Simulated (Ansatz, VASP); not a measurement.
## TiAl3 in VASP and in Ansatz

```
CELL_PARAMETERS angstrom
-1.91111 1.91111 4.28067
1.91111 -1.91111 4.28067
1.91111 1.91111 -4.28067
ATOMIC_POSITIONS crystal
Ti 0.00000 0.00000 0.00000
Al 0.25000 0.75000 0.50000
Al 0.75000 0.25000 0.50000
Al 0.50000 0.50000 0.00000
```

Alike in both runs: task single point; functional PBE; k mesh 10 × 10 × 10; occupations gaussian, width 0.012 eV; no spin polarisation.

```csv
,VASP,Ansatz
version,VASP 6.6.1,Ansatz 0.2.0
potentials or method,"VASP PAW PBE potentials, release 64 (Ti_sv, Al)",Ansatz PAW
plane-wave cutoff (eV),520,420
valence electrons in the cell,21,21
```

```csv
,VASP,Ansatz,Ansatz less VASP
gap on the k mesh at the Fermi level (eV),none,none,-
pressure (GPa),2.0,2.1,+0.06
"traceless stress, the component that is largest in VASP (GPa)",-0.14,-0.13,+0.003
```

A gap of «none» marks a metal or a gap that the smearing closes. With one functional, cell and mesh, what is left measures potentials, basis and numerics.
